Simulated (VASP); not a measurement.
# S (Fd-3m) in VASP: a series of runs

S is run at these levels: PBE; tasks: relaxation of cell and atoms.

Everything below comes from runs of VASP 6.6.1. Logs are shortened: lines on timing, memory, paths and dates and some standing lists are left out, and cuts for length are marked.

## (1) The cell of the first run

The structure is cubic, space group Fd-3m (No. 227). The conventional cell has a = 5.780 Å, b = 5.780 Å, c = 5.780 Å, α = 90.00°, β = 90.00°, γ = 90.00°. Within 3.3 Å of S (site symmetry -43m) lie 4 S at 2.50 Å.

## (2) Relaxation of cell and atoms, PBE, target pressure 20 GPa, at which the enthalpy is minimised

Input file INCAR:

```
SYSTEM = S
PREC     = Accurate       ! precision mode
ENCUT    = 600            ! plane-wave cutoff, eV
EDIFF    = 1E-6           ! SCF threshold, eV
ISMEAR   = 1              ! smearing method
SIGMA    = 0.05           ! smearing width, eV
LREAL    = .False.        ! projectors in reciprocal space
LASPH    = .True.         ! aspherical terms in the spheres
NELM     = 80             ! most SCF steps
ALGO     = Normal         ! electronic algorithm
ISIF     = 3              ! what is computed and relaxed
LWAVE    = .False.        ! write WAVECAR
LCHARG   = .False.        ! write CHGCAR
GGA      = PE             ! functional
IBRION   = 2              ! ionic algorithm
NSW      = 60             ! ionic steps
EDIFFG   = -0.03          ! ionic threshold
PSTRESS  = 200.0
```

Input file KPOINTS:

```
Automatic mesh
0
Gamma
  14 14 14
  0 0 0
```

Input file POSCAR:

```
S
1.0
    0.0000000000      2.8900000000      2.8900000000
    2.8900000000      0.0000000000      2.8900000000
    2.8900000000      2.8900000000      0.0000000000
S
2
Direct
    0.0000000000      0.0000000000      0.0000000000
    0.2500000000      0.2500000000      0.2500000000
```

Potentials or basis: VASP PAW PBE potentials, release 64 (S).

Launch:

```sh
$ cat potpaw_PBE.64/S/POTCAR > POTCAR
$ mpirun -np 1 vasp_std > vasp.out
```

OUTCAR:

```text
SYSTEM = S
   PREC = Accurate
   ENCUT = 600
   EDIFF = 1E-6
   ISMEAR = 1
   LREAL = .False.
   LASPH = .True.
   NELM = 80
   ISIF = 3
   GGA = PE
   IBRION = 2
   NSW = 60
   EDIFFG = -0.03
   PSTRESS = 200.0

 ion  position               nearest neighbor table
   1  0.000  0.000  0.000-   2 2.50   2 2.50   2 2.50   2 2.50
   2  0.250  0.250  0.250-   1 2.50   1 2.50   1 2.50   1 2.50

  LATTYP: Found a face centered cubic cell.
 ALAT       =     5.7800000000

  Lattice vectors:

 A1 = (   0.0000000000,   2.8900000000,   2.8900000000)
 A2 = (   2.8900000000,   0.0000000000,   2.8900000000)
 A3 = (   2.8900000000,   2.8900000000,   0.0000000000)

Analysis of symmetry for initial positions (statically):
=====================================================================
 Subroutine PRICEL returns:
 Original cell was already a primitive cell.

 Routine SETGRP: Setting up the symmetry group for a
 face centered cubic supercell.

 Subroutine GETGRP returns: Found 48 space group operations
 (whereof 24 operations were pure point group operations)
 out of a pool of 48 trial point group operations.

The static configuration has the point symmetry T_d .
 The point group associated with its full space group is O_h .

Analysis of symmetry for dynamics (positions and initial velocities):
=====================================================================
 Subroutine PRICEL returns:
 Original cell was already a primitive cell.

 Routine SETGRP: Setting up the symmetry group for a
 face centered cubic supercell.

 Subroutine GETGRP returns: Found 48 space group operations
 (whereof 24 operations were pure point group operations)
 out of a pool of 48 trial point group operations.

The dynamic configuration has the point symmetry T_d .
 The point group associated with its full space group is O_h .

 Subroutine INISYM returns: Found 48 space group operations
 (whereof 24 operations are pure point group operations),
 and found     1 'primitive' translations

----------------------------------------------------------------------------------------

                                     Primitive cell

  volume of cell :      48.2751

  direct lattice vectors                    reciprocal lattice vectors
     0.000000000  2.890000000  2.890000000    -0.173010381  0.173010381  0.173010381
     2.890000000  0.000000000  2.890000000     0.173010381 -0.173010381  0.173010381
     2.890000000  2.890000000  0.000000000     0.173010381  0.173010381 -0.173010381

  length of vectors
     4.087077195  4.087077195  4.087077195     0.299662769  0.299662769  0.299662769

  position of ions in fractional coordinates (direct lattice)
     0.000000000  0.000000000  0.000000000
     0.250000000  0.250000000  0.250000000

  ion indices of the primitive-cell ions
   primitive index   ion index
                 1           1
                 2           2

----------------------------------------------------------------------------------------

 KPOINTS: Automatic mesh

Automatic generation of k-mesh.
 Grid dimensions read from file:
 generate k-points for:   14   14   14

 Generating k-lattice:

  Cartesian coordinates                     Fractional coordinates (reciprocal lattice)
    -0.012357884  0.012357884  0.012357884     0.071428571  0.000000000  0.000000000
     0.012357884 -0.012357884  0.012357884     0.000000000  0.071428571  0.000000000
     0.012357884  0.012357884 -0.012357884     0.000000000  0.000000000  0.071428571

  Length of vectors
     0.021404484  0.021404484  0.021404484

  Shift w.r.t. Gamma in fractional coordinates (k-lattice)
     0.000000000  0.000000000  0.000000000

 Subroutine IBZKPT returns following result:
 ===========================================

 Found    104 irreducible k-points:

 Following reciprocal coordinates:
            Coordinates               Weight
  0.000000  0.000000  0.000000      1.000000
  0.071429  0.000000  0.000000      8.000000
  0.142857  0.000000  0.000000      8.000000
  0.214286  0.000000  0.000000      8.000000
  0.285714  0.000000  0.000000      8.000000
  0.357143  0.000000  0.000000      8.000000
[... 16 lines left out ...]
  0.214286  0.142857  0.000000     24.000000
  0.285714  0.142857  0.000000     24.000000
 [... further k-points ...]
   k-points           NKPTS =    104   k-points in BZ     NKDIM =    104   number of bands    NBANDS=     10
   number of dos      NEDOS =    301   number of ions     NIONS =      2
   total plane-waves  NPLWV =  46656
   dimension x,y,z NGX =    36 NGY =   36 NGZ =   36
   dimension x,y,z NGXF=    72 NGYF=   72 NGZF=   72
   ions per type =               2
   NGX,Y,Z   is equivalent  to a cutoff of  14.64, 14.64, 14.64 a.u.
   NGXF,Y,Z  is equivalent  to a cutoff of  29.29, 29.29, 29.29 a.u.
 SYSTEM =  S
   PREC   = accura    normal or accurate (medium, high low for compatibility)
   ISTART =      0    job   : 0-new  1-cont  2-samecut
   ICHARG =      2    charge: 1-file 2-atom 10-const
   ISPIN  =      1    spin polarized calculation?
   LNONCOLLINEAR =      F non collinear calculations
   LSORBIT =      F    spin-orbit coupling
   LASPH  =      T    aspherical Exc in radial PAW
   ENCUT  =  600.0 eV  44.10 Ry    6.64 a.u.   8.16  8.16  8.16*2*pi/ulx,y,z
   NELM   =     80;   NELMIN=  2; NELMDL= -5     # of ELM steps
   EDIFF  = 0.1E-05   stopping-criterion for ELM
   LREAL  =      F    real-space projection
   EDIFFG = -.3E-01   stopping-criterion for IOM
   NSW    =     60    number of steps for IOM
   IBRION =      2    ionic relax: 0-MD 1-quasi-New 2-CG
   NFREE  =      1    steps in history (QN), initial steepest desc. (CG)
   ISIF   =      3    stress and relaxation
   ISYM   =      2    0-nonsym 1-usesym 2-fastsym
   POTIM  = 0.5000    time-step for ionic-motion
   TEBEG  =    0.0;   TEEND  =   0.0 temperature during run
   PSTRESS=  200.0 pullay stress
   NELECT =      12.0000    total number of electrons
   NUPDOWN=      -1.0000    fix difference up-down
   EMIN   =  10.00;   EMAX   =-10.00  energy-range for DOS
   EFERMI =   0.00;   METHOD = LEGACY
   ISMEAR =     1;   SIGMA  =   0.05  broadening in eV -4-tet -1-fermi 0-gaus
   EFERMI_NEDOS =   21; number of points for ismear=-14 and -15
   IALGO  =     38    algorithm
   IMIX   =      4    mixing-type and parameters
     AMIX     =   0.40;   BMIX     =  1.00
     AMIX_MAG =   1.60;   BMIX_MAG =  1.00
  volume/ion in A,a.u.               =      24.14       162.89
  Fermi-wavevector in a.u.,A,eV,Ry     =   1.029344  1.945179 14.416054  1.059550
  Thomas-Fermi vector in A             =   2.163387
   LORBIT       =      0    0 simple, 1 ext, 2 COOP (PROOUT), +10 PAW based schemes
   GGA     = PE    functional components
   LHFCALC =     F    Hartree Fock is set to
   AEXX    =    0.0000 exact exchange contribution
   IVDW    =     0    specifies the selected vdW correction
   LEPSILON=     F    determine dielectric tensor
   LRPA    =     F    only Hartree local field effects (RPA)
 conjugate gradient relaxation of ions
 non-spin polarized calculation
 Methfessel and Paxton  Order N= 1 SIGMA  =   0.05
  energy-cutoff  :      600.00
  volume of cell :       48.28
 maximum number of plane-waves:      1639
 NGX is ok and might be reduce to    36
   NGX = 17   NGY = 17   NGZ = 17

--------------------------------------- Ionic step        1  -------------------------------------------

 number of electron      12.0000000 magnetization

 Free energy of the ion-electron system (eV)
  ---------------------------------------------------
  ext. energy  EPLUGINS =         0.00000000
  ---------------------------------------------------
  free energy    TOTEN  =        -6.24422605 eV

  energy without entropy =       -6.24412290  energy(sigma->0) =       -6.24419167

 E-fermi :   3.4851     XC(G=0):  -8.7223

 val. band max:        3.4836605967   @ k =  -0.4286   0.2143   0.0000
 cond. band min:       3.5150936792   @ k =   0.4286   0.0714   0.0000
 fundamental gap:      0.0314330825
 Fermi energy:         3.4850888882

 k-point     1 :       0.0000    0.0000    0.0000
  band No.  band energies     occupation
      1     -12.2745      2.00000
      2      -5.5896      2.00000
      3      -0.3505      2.00000
      4      -0.3505      2.00000
      5      -0.3505      2.00000
      6       2.5658      2.00000
      7       2.5658      2.00000
      8       2.5658      2.00000
      9       9.1061      0.00000
     10      11.3543      0.00000

 k-point     2 :       0.0714    0.0000    0.0000
  band No.  band energies     occupation
      1     -12.2328      2.00000
      2      -5.7284      2.00000
      3      -0.4033      2.00000
      4      -0.4033      2.00000
      5      -0.3361      2.00000
      6       2.6447      2.00000
      7       2.6447      2.00000
      8       2.6471      2.00000
      9       9.2745      0.00000
     10      11.2219      0.00000

 k-point     3 :       0.1429    0.0000    0.0000
  band No.  band energies     occupation
      1     -12.1098      2.00000
      2      -6.1030      2.00000
      3      -0.5381      2.00000
      4      -0.5381      2.00000
      5      -0.3351      2.00000
      6       2.8501      2.00000
      7       2.8501      2.00000
      8       2.9184      2.00000
      9       9.7150      0.00000
     10      10.9829      0.00000
[... 362 lines left out ...]
 VOLUME and BASIS-vectors are now :
 -----------------------------------------------------------------------------
  energy-cutoff  :      600.00
  volume of cell :       36.48
      direct lattice vectors                 reciprocal lattice vectors
     0.000000000  2.632258683  2.632258683    -0.189950936  0.189950936  0.189950936
     2.632258683  0.000000000  2.632258683     0.189950936 -0.189950936  0.189950936
     2.632258683  2.632258683  0.000000000     0.189950936  0.189950936 -0.189950936

 POSITION                                       TOTAL-FORCE (eV/Angst)
 -----------------------------------------------------------------------------------
      0.00000      0.00000      0.00000         0.000000      0.000000      0.000000
      1.31613      1.31613      1.31613        -0.000000     -0.000000     -0.000000
 -----------------------------------------------------------------------------------
    total drift:                                0.000000      0.000000      0.000000

  FREE ENERGIE OF THE ION-ELECTRON SYSTEM (eV)
  ---------------------------------------------------
  free  energy   TOTEN  =        -5.6333610026 eV

  energy  without entropy=       -5.6329518272  energy(sigma->0) =       -5.63322461

  enthalpy is  TOTEN    =        -1.0799682713 eV   P V=        4.5533927313

--------------------------------------- Ionic step        4  -------------------------------------------

 number of electron      12.0000000 magnetization

 Free energy of the ion-electron system (eV)
  ---------------------------------------------------
  ext. energy  EPLUGINS =         0.00000000
  ---------------------------------------------------
  free energy    TOTEN  =        -5.60684036 eV

  energy without entropy =       -5.60656859  energy(sigma->0) =       -5.60674977

 E-fermi :   6.7734     XC(G=0): -10.0432

 val. band max:        6.7724990351   @ k =   0.2143   0.1429   0.0000
 cond. band min:       6.7880386738   @ k =  -0.3571   0.0714   0.0000
 fundamental gap:      0.0155396387
 Fermi energy:         6.7734119582

 k-point     1 :       0.0000    0.0000    0.0000
  band No.  band energies     occupation
      1     -11.4552      2.00000
      2      -0.8058      2.00000
      3       1.7339      2.00000
      4       1.7339      2.00000
      5       1.7339      2.00000
      6       5.3268      2.00000
      7       5.3268      2.00000
      8       5.3268      2.00000
      9      12.6405      0.00000
     10      13.9486      0.00000

 k-point     2 :       0.0714    0.0000    0.0000
  band No.  band energies     occupation
      1     -11.3972      2.00000
      2      -1.2471      2.00000
      3       1.6601      2.00000
      4       1.6601      2.00000
      5       1.9817      2.00000
      6       5.4408      2.00000
      7       5.4408      2.00000
      8       5.4636      2.00000
      9      12.8606      0.00000
     10      13.7881      0.00000

 k-point     3 :       0.1429    0.0000    0.0000
  band No.  band energies     occupation
      1     -11.2257      2.00000
      2      -2.1803      2.00000
      3       1.4744      2.00000
      4       1.4744      2.00000
      5       2.3024      2.00000
      6       5.7324      2.00000
      7       5.7324      2.00000
      8       5.9459      2.00000
      9      13.4227      0.00000
     10      13.4989      0.00000
[... 286 lines left out ...]
 VOLUME and BASIS-vectors are now :
 -----------------------------------------------------------------------------
  energy-cutoff  :      600.00
  volume of cell :       36.26
      direct lattice vectors                 reciprocal lattice vectors
     0.000000000  2.627103855  2.627103855    -0.190323652  0.190323652  0.190323652
     2.627103855  0.000000000  2.627103855     0.190323652 -0.190323652  0.190323652
     2.627103855  2.627103855  0.000000000     0.190323652  0.190323652 -0.190323652

 POSITION                                       TOTAL-FORCE (eV/Angst)
 -----------------------------------------------------------------------------------
      2.62710      2.62710      0.00000        -0.000000     -0.000000     -0.000000
      1.31355      1.31355      1.31355         0.000000      0.000000      0.000000
 -----------------------------------------------------------------------------------
    total drift:                                0.000000      0.000000      0.000000

  FREE ENERGIE OF THE ION-ELECTRON SYSTEM (eV)
  ---------------------------------------------------
  free  energy   TOTEN  =        -5.6068403597 eV

  energy  without entropy=       -5.6065685923  energy(sigma->0) =       -5.60674977

  enthalpy is  TOTEN    =        -1.0801463977 eV   P V=        4.5266939620

 reached required accuracy - stopping structural energy minimisation
```

It took 67 s on 1 thread of Intel Xeon 6975P-C (Granite Rapids), shared host; peak memory 0.22 GiB.

Results:

```yaml
Free_energy: -5.6068 eV
Relaxed_volume: 18.13 Å³/atom
Relaxed_cell: a = 3.715 Å, b = 3.715 Å, c = 3.715 Å, α = 60.00°, β = 60.00°, γ = 60.00°
Space_group_after_relaxing_to_0.05_Å: Fd-3m (No. 227)
Energy_change_on_relaxing_the_enthalpy_is_what_falls: +318.7 meV/atom
Ionic_steps: 4
Pressure_after_relaxing: 20.2 GPa
Band_gap_on_the_k_mesh: zero (band 6 reaches 7.66 eV, above the bottom of band 7 at 5.33 eV)
```

The path:
```tsv
step	energy change (eV)	largest force (eV/Å)	pressure (GPa)	volume (Å³)
1	0.0000	0.0000	0.25	48.28
2	1.7554	0.0000	42.42	30.33
3	0.6109	0.0000	19.59	36.48
4	0.6374	0.0000	20.16	36.26
```

Final structure:
```
S
1.0
     0.00000    2.62710    2.62710
     2.62710    0.00000    2.62710
     2.62710    2.62710    0.00000
S
2
Cartesian
  2.6271 2.6271 0.0000
  1.3136 1.3136 1.3136
```

Levels at points of the mesh, in eV from the Fermi level:
```tsv
k point	band 3	band 4	band 5	band 6	band 7	band 8	band 9	band 10
(0.00, 0.00, 0.00)	-5.04	-5.04	-5.04	-1.45	-1.45	-1.45	5.87	7.18
(0.50, 0.00, 0.00)	-6.06	-6.06	-4.73	0.02	0.02	3.61	7.80	8.47
(0.50, 0.50, 0.00)	-7.26	-7.26	-2.56	-2.56	3.61	3.61	7.46	7.46
```

Caveat: the cell is relaxed towards a set pressure, so the enthalpy falls and the energy may rise; the volume moved by over 15 % at a fixed basis, so the end points are rough.

## (3) Relaxation of cell and atoms, PBE, target pressure 30 GPa, at which the enthalpy is minimised

Input file INCAR:

```
PREC     = Accurate       # precision mode
ENCUT    = 600            # plane-wave cutoff, eV
EDIFF    = 1E-6           # SCF threshold, eV
ISMEAR   = 1              # smearing method
SIGMA    = 0.05           # smearing width, eV
LREAL    = False          # projectors in reciprocal space
LASPH    = True           # aspherical terms in the spheres
NELM     = 80             # most SCF steps
ALGO     = Normal         # electronic algorithm
ISIF     = 3              # what is computed and relaxed
LWAVE    = False          # write WAVECAR
LCHARG   = False          # write CHGCAR
GGA      = PE             # functional
IBRION   = 2              # ionic algorithm
NSW      = 60             # ionic steps
EDIFFG   = -0.03          # ionic threshold
PSTRESS  = 300.0
```

Input file KPOINTS:

```
Automatic mesh
0
Gamma
  14 14 14
```

POSCAR is that of step 2.

Potentials or basis: VASP PAW PBE potentials, release 64 (S).

Launch:

```sh
$ cat potpaw_PBE.64/S/POTCAR > POTCAR
$ mpirun -np 1 vasp_std > vasp.out
```

Run time: 1.9 min. Hardware: 1 thread of Intel Xeon 6975P-C (Granite Rapids), shared host; peak memory 0.23 GiB.

It converged, with:

```yaml
Free_energy: -5.1296 eV
Relaxed_volume: 16.60 Å³/atom
Relaxed_cell: a = 3.608 Å, b = 3.608 Å, c = 3.608 Å, α = 60.00°, β = 60.00°, γ = 60.00°
Space_group_after_relaxing_to_0.05_Å: Fd-3m (No. 227)
Energy_change_on_relaxing_the_enthalpy_is_what_falls: +557.3 meV/atom
Ionic_steps: 7
Pressure_after_relaxing: 30.0 GPa
Band_gap_on_the_k_mesh: zero (band 6 reaches 9.03 eV, above the bottom of band 7 at 6.29 eV)
```

The path:
```tsv
step	energy change (eV)	largest force (eV/Å)	pressure (GPa)	volume (Å³)
1	0.0000	0.0000	0.25	48.28
2	4.6491	0.0000	95.02	23.25
3	0.9757	0.0000	27.41	33.98
4	1.0936	0.0000	29.62	33.31
5	1.1429	0.0000	30.53	33.05
6	1.0982	0.0000	29.69	33.29
7	1.1146	0.0000	30.00	33.20
```

Final structure:
```
S
1.0
     0.00000    2.55096    2.55096
     2.55096    0.00000    2.55096
     2.55096    2.55096    0.00000
S
2
Cartesian
  0.0000 0.0000 0.0000
  1.2755 1.2755 1.2755
```

Levels at points of the mesh, in eV from the Fermi level:
| k point | band 2 | band 3 | band 4 | band 5 | band 6 | band 7 | band 8 | band 9 | band 10 |
| --- | --- | --- | --- | --- | --- | --- | --- | --- | --- |
| (0.00, 0.00, 0.00) | -6.90 | -5.40 | -5.40 | -5.40 | -1.60 | -1.60 | -1.60 | 6.03 | 6.98 |
| (0.50, 0.00, 0.00) | -13.31 | -6.50 | -6.50 | -4.71 | -0.06 | -0.06 | 4.25 | 8.03 | 8.68 |
| (0.50, 0.50, 0.00) | -15.18 | -7.82 | -7.82 | -2.75 | -2.75 | 4.16 | 4.16 | 7.92 | 7.92 |

Caveat: the cell is relaxed towards a set pressure, so the enthalpy falls and the energy may rise; the volume moved by over 15 % at a fixed basis, so the end points are rough.
